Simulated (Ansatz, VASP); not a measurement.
Mg: VASP beside Ansatz

```xyz
1
Lattice="-1.7528 1.7728 1.7528 1.7927 -1.7728 1.7927 1.7528 1.7728 -1.7528" Properties=species:S:1:pos:R:3 pbc="T T T"
Mg    0.0000    0.0000    0.0000
```

Change from the starting cell: strain +0.0225 x Voigt [0, 0, 0, 0, 1, 0], atoms carried along.

Alike in both runs: task single point; functional PBE; k mesh 18 × 18 × 18; occupations gaussian, width 0.15 eV; no spin polarisation.

```csv
,VASP,Ansatz
version,VASP 6.6.1,Ansatz 0.2.0
potentials or method,"VASP PAW PBE potentials, release 64 (Mg), cutoff 520 eV","scalar-relativistic, plane waves, PAW"
valence electrons in the cell,2,10
```

|  | VASP | Ansatz | Ansatz less VASP |
| --- | --- | --- | --- |
| gap on the k mesh at the Fermi level (eV) | none | none | - |
| pressure (GPa) | 1.0 | 1.1 | +0.13 |
| traceless stress, the component that is largest in VASP (GPa) | -0.87 | -0.87 | +0.001 |

A gap of «none» marks a metal or a gap that the smearing closes. VASP's potentials hold 2 valence electrons a cell and Ansatz's 10, so a difference there can come from the potentials and not from the codes.
